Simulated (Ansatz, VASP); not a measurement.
# CsBi2H4: VASP beside Ansatz

```
CELL_PARAMETERS angstrom
6.51567 0.00000 0.00000
0.00000 6.51567 0.00000
0.00000 0.00000 3.26307
ATOMIC_POSITIONS crystal
Cs 0.00000 0.00000 0.00000
Bi 0.50000 0.00000 0.50000
Bi 0.00000 0.50000 0.50000
H 0.28707 0.28707 0.00000
H 0.71293 0.28707 0.00000
H 0.71293 0.71293 0.00000
H 0.28707 0.71293 0.00000
```

Alike in both runs: functional PBE; k mesh 6 × 6 × 12; occupations gaussian, width 0.1 eV; no spin polarisation.

Ansatz relaxed the structure, and its values are those at the end. VASP's run is a single point on that final structure, the one shown.

|  | VASP | Ansatz |
| --- | --- | --- |
| version | VASP 6.6.1 | Ansatz 0.2.0 |
| potentials or method | VASP PAW PBE potentials, release 64 (Cs_sv, Bi_d, H), cutoff 520 eV | scalar-relativistic, plane waves, PAW |
| valence electrons in the cell | 43 | 43 |

```csv
,VASP,Ansatz,Ansatz less VASP
gap on the k mesh at the Fermi level (eV),none,none,-
pressure (GPa),0.0,0.0,-0.05
rms of the force components (eV/Å),0.004,0.000,-0.0037
```

A gap of «none» marks a metal or a gap that the smearing closes. The functional is the same, so the differences come from potentials, cutoffs and numerics.

Neither program's run includes spin-orbit coupling.
